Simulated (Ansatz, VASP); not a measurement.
**Two plane-wave programs on InGaTe3**

File INCAR:

```
PREC     = Accurate       # precision mode
ENCUT    = 600            # plane-wave cutoff, eV
EDIFF    = 1E-7           # SCF threshold, eV
ISMEAR   = 0              # smearing method
SIGMA    = 0.1            # smearing width, eV
LREAL    = False          # projectors in reciprocal space
LASPH    = True           # aspherical terms in the spheres
NELM     = 100            # most SCF steps
ALGO     = Normal         # electronic algorithm
ISIF     = 3              # what is computed and relaxed
LWAVE    = False          # write WAVECAR
LCHARG   = False          # write CHGCAR
GGA      = PE             # functional
IBRION   = 2              # ionic algorithm
NSW      = 90             # ionic steps
EDIFFG   = -0.04          # ionic threshold
```

KPOINTS

```
regular mesh
0
Gamma
  4 4 4
```

The input POSCAR:

```
InGaTe3
1.0
    5.2075537800      0.0000000000      0.0000000000
    0.0000000000      5.2075537800      0.0000000000
    0.0000000000      0.0000000000      5.2075537800
In Ga Te
1 1 3
Direct
    0.0000000000      0.0000000000      0.0000000000
    0.5000000000      0.5000000000      0.5000000000
    0.5000000000      0.0000000000      0.0000000000
    0.0000000000      0.5000000000      0.0000000000
    0.0000000000      0.0000000000      0.5000000000
```

Input for Ansatz:

```yaml
crystal:
  lattice:
    - [5.20755378, 0.0, 0.0]
    - [0.0, 5.20755378, 0.0]
    - [0.0, 0.0, 5.20755378]
  atoms:
    - { symbol: In, position: [0.0, 0.0, 0.0] }
    - { symbol: Ga, position: [0.5, 0.5, 0.5] }
    - { symbol: Te, position: [0.5, 0.0, 0.0] }
    - { symbol: Te, position: [0.0, 0.5, 0.0] }
    - { symbol: Te, position: [0.0, 0.0, 0.5] }
basis:
  ecutwfc: 420
kpoints:
  mp_grid: { grid: [4, 4, 4] }
hamiltonian:
  xc: pbe
scf:
  occupations: { method: gaussian, width: 0.1 }
  lower_state_search: "off"
output:
  forces: true
  stress: true
  eigenvalues: true
relax:
  adjacent_minimum: "off"
  f_tol: 0.04
  max_steps: 70
  cell: { stress_tol: 0.4 }
```

Alike in both runs: task relaxation of cell and atoms; functional PBE; k mesh 4 × 4 × 4; occupations gaussian, width 0.1 eV; no spin polarisation.

|  | VASP | Ansatz |
| --- | --- | --- |
| version | VASP 6.6.1 | Ansatz 0.2.0 |
| potentials or method | VASP PAW PBE potentials, release 64 (In_d, Ga_d, Te), cutoff 600 eV | scalar-relativistic, plane waves, PAW |
| valence electrons in the cell | 44 | 74 |

|  | VASP | Ansatz | Ansatz less VASP |
| --- | --- | --- | --- |
| gap on the k mesh at the Fermi level, each at its own relaxed structure (eV) | none | none | - |
| relaxed volume (Å³/atom) | 37.86 | 37.85 | -0.001 |
| relaxed length of the cell vector where the two differ most in proportion (Å) | 5.742 | 5.742 | -0.0001 |

A gap of «none» marks a metal or a gap that the smearing closes. VASP's potentials hold 44 valence electrons a cell and Ansatz's 74, so a difference there can come from the potentials and not from the codes.

Neither program's run includes spin-orbit coupling. Noted on VASP's run: the volume moved by over 15 % at a fixed basis, so the end points are rough.
